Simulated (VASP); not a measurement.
# LiSi2 (P-3m1) in VASP: further runs, part 2 of 2

VASP 6.6.1.

**3. Single point, PBE**

INCAR

```
PREC = Accurate ; ENCUT = 520
EDIFF = 1E-6 ; ISMEAR = 0
SIGMA = 0.1 ; LREAL = F
LASPH = T ; NELM = 80
ALGO = Normal ; ISIF = 2
LWAVE = F ; LCHARG = T
GGA = PE ; LELF = T
LVHAR = T ; NBANDS = 12
```

KPOINTS

```
Automatic mesh
0
Gamma
  12 12 10
```

POSCAR

```
LiSi2
1.0
    3.8105914084      0.0000000000      0.0000000000
   -1.9052957042      3.3000689631      0.0000000000
    0.0000000000      0.0000000000      4.4235159041
Li Si
1 2
Direct
    0.0000000000      0.0000000000      0.0000000000
    0.3333333333      0.6666666667      0.5895854927
    0.6666666667      0.3333333333      0.4104145073
```

Potentials or basis: VASP PAW PBE potentials, release 64 (Li_sv, Si).

On the command line:

```bash
$ cat potpaw_PBE.64/Li_sv/POTCAR potpaw_PBE.64/Si/POTCAR > POTCAR
$ mpirun -np 1 vasp_std > vasp.out
```

OUTCAR:

```text
PREC = Accurate
   ENCUT = 520
   EDIFF = 1E-6
   ISMEAR = 0
   LREAL = F
   LASPH = T
   NELM = 80
   ISIF = 2
   GGA = PE

 ion  position               nearest neighbor table
   1  0.000  0.000  0.000-   2 2.85   3 2.85   2 2.85   3 2.85   3 2.85   2 2.85
   2  0.333  0.667  0.590-   3 2.34   3 2.34   3 2.34   1 2.85   1 2.85   1 2.85
   3  0.667  0.333  0.410-   2 2.34   2 2.34   2 2.34   1 2.85   1 2.85   1 2.85

  LATTYP: Found a hexagonal cell.
[... 555 lines left out ...]

  FORCE on cell =-STRESS in cart. coord.  units (eV):
  Direction    XX          YY          ZZ          XY          YZ          ZX
  --------------------------------------------------------------------------------------
  -------------------------------------------------------------------------------------
  Total       -0.0220833     -0.0220833     -0.0299952      0.0000000     -0.0000000      0.0000000
  in kB       -0.6360501     -0.6360501     -0.8639312      0.0000000     -0.0000000      0.0000000
  external PRESSURE =      -0.7120105 kB  Pullay stress =       0.0000000 kB

 VOLUME and BASIS-vectors are now :
 -----------------------------------------------------------------------------
  energy-cutoff  :      520.00
  volume of cell :       55.63
      direct lattice vectors                 reciprocal lattice vectors
     3.810591408  0.000000000  0.000000000     0.262426456  0.151511985  0.000000000
    -1.905295704  3.300068963  0.000000000     0.000000000  0.303023970  0.000000000
     0.000000000  0.000000000  4.423515904     0.000000000  0.000000000  0.226064520

 POSITION                                       TOTAL-FORCE (eV/Angst)
 -----------------------------------------------------------------------------------
      0.00000      0.00000      0.00000         0.000000      0.000000      0.000000
     -0.00000      2.20005      2.60804         0.000000     -0.000000     -0.007516
      1.90530      1.10002      1.81548        -0.000000      0.000000      0.007516
 -----------------------------------------------------------------------------------
    total drift:                                0.000000     -0.000000     -0.000000

  FREE ENERGIE OF THE ION-ELECTRON SYSTEM (eV)
  ---------------------------------------------------
  free  energy   TOTEN  =       -12.5895836740 eV

  energy  without entropy=      -12.5838431245  energy(sigma->0) =      -12.58671340
```

OSZICAR:

```text
N       E                     dE             d eps       ncg     rms          rms(c)
DAV:   1     0.174045092656E+02    0.17405E+02   -0.36629E+03  3888   0.755E+02
DAV:   2    -0.112928481188E+02   -0.28697E+02   -0.27446E+02  4920   0.124E+02
DAV:   3    -0.126387738713E+02   -0.13459E+01   -0.13363E+01  5536   0.223E+01
DAV:   4    -0.127136563500E+02   -0.74882E-01   -0.74811E-01  5500   0.487E+00
DAV:   5    -0.127151544795E+02   -0.14981E-02   -0.14981E-02  5384   0.692E-01    0.442E+00
DAV:   6    -0.126224856955E+02    0.92669E-01   -0.70225E-02  5052   0.122E+00    0.261E+00
DAV:   7    -0.125898930359E+02    0.32593E-01   -0.10673E-01  5704   0.155E+00    0.251E-01
DAV:   8    -0.125896160388E+02    0.27700E-03   -0.14054E-02  4552   0.703E-01    0.121E-01
DAV:   9    -0.125895587555E+02    0.57283E-04   -0.68033E-04  4760   0.166E-01    0.115E-01
DAV:  10    -0.125895695049E+02   -0.10749E-04   -0.52226E-05  5044   0.454E-02    0.898E-02
DAV:  11    -0.125895802096E+02   -0.10705E-04   -0.38621E-05  4468   0.408E-02    0.792E-02
DAV:  12    -0.125895836155E+02   -0.34059E-05   -0.29707E-06  4480   0.130E-02    0.163E-02
DAV:  13    -0.125895836740E+02   -0.58507E-07   -0.90271E-08  2468   0.231E-03
   1 F= -.12589584E+02 E0= -.12586713E+02  d E =-.574055E-02
```

Run time: 84 s. Hardware: 1 thread of Intel Xeon Platinum 8259CL at 2.50GHz (Skylake/Cascade Lake), shared host; peak memory 0.23 GiB.

Results:

| Quantity | Value |
| --- | --- |
| Free energy | -12.5896 eV |
| Largest force | 0.008 eV/Å |

Forces in eV/Å, atoms in the order of the input:
```
Li   0.000  0.000  0.000
Si   0.000  0.000 -0.008
Si   0.000  0.000  0.008
```

Caveat: the cutoff is under 1.25 times the usual one of these potentials, so pressure, stress and relaxed cells hold a basis-set (Pulay) error.

**4. Relaxation of cell and atoms, PBE**

INCAR

```
  PREC = Accurate
  ENCUT = 600
  EDIFF = 1E-7
  ISMEAR = 0
  SIGMA = 0.1
  LREAL = False
  LASPH = True
  NELM = 60
  ALGO = Normal
  ISIF = 3
  LWAVE = False
  LCHARG = False
  GGA = PE
  IBRION = 2
  NSW = 100
  EDIFFG = -0.01
```

KPOINTS

```
regular mesh
0
Gamma
  12 12 10
```

POSCAR

```
LiSi2
1.0
    3.8047551020      0.0000000000      0.0000000000
   -1.9023775510      3.2950145735      0.0000000000
    0.0000000000      0.0000000000      4.4366530027
Li Si
1 2
Direct
    0.0000000000      0.0000000000      0.0000000000
    0.3333333333      0.6666666667      0.5894974604
    0.6666666667      0.3333333333      0.4105025396
```

On the command line:

```bash
$ cat potpaw_PBE.64/Li_sv/POTCAR potpaw_PBE.64/Si/POTCAR > POTCAR
$ mpirun -np 1 vasp_std > vasp.out
```

Wall time 3 min (1 thread of Intel Xeon 6975P-C, shared host); peak memory 0.25 GiB.

The run converged. Its results:

- Free energy: -12.5892 eV
- Relaxed volume: 18.52 Å³/atom
- Relaxed cell: a = 3.810 Å, b = 3.810 Å, c = 4.420 Å, α = 90.00°, β = 90.00°, γ = 120.00°
- Space group after relaxing (to 0.05 Å): P-3m1 (No. 164)
- Energy gained by relaxing: 0.1 meV/atom
- Ionic steps: 5
- Pressure after relaxing: 0.0 GPa
- Largest force after relaxing: 0.006 eV/Å

Forces on the atoms (eV/Å):
```
Li   0.000  0.000  0.000
Si   0.000  0.000  0.006
Si   0.000  0.000 -0.006
```

The path:
```csv
step,energy change (eV),largest force (eV/Å),pressure (GPa),volume (Å³)
1,0.0000,0.0011,0.07,55.62
2,-0.0001,0.0063,-0.07,55.69
3,-0.0001,0.0078,-0.10,55.71
4,-0.0002,0.0000,-0.06,55.64
5,-0.0002,0.0063,-0.02,55.57
```

Final structure:
```
Li Si
1.0
     3.81024    0.00000    0.00000
    -1.90512    3.29976    0.00000
     0.00000    0.00000    4.42018
Li Si
1 2
Cartesian
  0.0000 0.0000 0.0000
  0.0000 2.1998 2.6049
  1.9051 1.0999 1.8153
```

Levels at points of the mesh, in eV from the Fermi level:
```
           k point  band 3  band 4  band 5  band 6  band 7  band 8
(0.00, 0.00, 0.00)   -3.53   -1.04   -1.04   -0.58    1.97    2.21
(0.50, 0.00, 0.00)   -7.58   -2.76   -1.21   -0.19    0.67    1.97
(0.00, 0.00, 0.50)   -5.64   -0.86   -0.86    2.37    2.74    2.74
(0.50, 0.00, 0.50)   -7.35   -3.52   -2.46   -1.63    0.63    3.19
```

Caveat: the cutoff is under 1.25 times the usual one of these potentials, so pressure, stress and relaxed cells hold a basis-set (Pulay) error.
